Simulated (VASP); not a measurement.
Ge:

```
CELL_PARAMETERS angstrom
1.41553 -2.63474 0.00000
1.41553 2.63474 0.00000
0.00000 0.00000 2.73374
ATOMIC_POSITIONS crystal
Ge 0.50000 0.50000 0.00000
```

Base run:

```yaml
Program: VASP 6.6.1
Functional: r2SCAN
Potentials_or_basis: VASP PAW PBE potentials, release 64 (Ge_d)
Cutoff: 520 eV
k_mesh: 11 × 11 × 10
Occupations: fermi-dirac, width 0.05 eV
Spin: no spin polarisation
```

Its results: band gap on the k mesh zero (band 7 reaches 12.47 eV, above the bottom of band 8 at 3.32 eV); pressure -5.4 GPa.

Question: After a change of settings the same cell gave: band gap on the k mesh zero (band 7 reaches 11.92 eV, above the bottom of band 8 at 3.29 eV); pressure -7.6 GPa. Which change was it?
A. functional from r2SCAN to LDA; potentials or basis from VASP PAW PBE potentials, release 64 (Ge_d) to VASP PAW LDA potentials, release 64 (Ge_d)
B. functional from r2SCAN to PBEsol
C. functional from r2SCAN to PBE

Answer: A.

Caveats: the PAW data sets were made with another functional, which shifts forces and pressure a little (some runs).
